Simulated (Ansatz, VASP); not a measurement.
## Ir in VASP and in Ansatz

```
Ir
1.0
     3.93599    0.00000    0.00000
    -1.96800    3.40867    0.00000
     0.00000    0.00000    6.31908
Ir
4
Direct
  0.33333 0.66667 0.43956
  0.66667 0.33333 0.93956
  0.66667 0.33333 0.56044
  0.33333 0.66667 0.06044
```

Alike in both runs: functional r2SCAN; k mesh 15 × 15 × 8; occupations gaussian, width 0.1 eV; no spin polarisation.

Ansatz relaxed the structure, and its values are those at the end. VASP's run is a single point on that final structure, the one shown.

```csv
,VASP,Ansatz
version,VASP 6.6.1,Ansatz 0.2.0
potentials or method,"VASP PAW PBE potentials, release 64 (Ir), cutoff 520 eV","scalar-relativistic, plane waves, PAW"
valence electrons in the cell,36,68
```

Ansatz gave:

```
gap on the k mesh at the Fermi level (eV) : none
pressure (GPa)                            : 0.0
```

Problem. What did VASP give for the same quantities?

Solution. gap on the k mesh at the Fermi level (eV): none; pressure (GPa): 0.4.

VASP's potentials were made for PBE, not for r2SCAN. A gap of «none» marks a metal or a gap that the smearing closes. VASP's potentials hold 36 valence electrons a cell and Ansatz's 68, so a difference there can come from the potentials and not from the codes.

Neither program's run includes spin-orbit coupling.
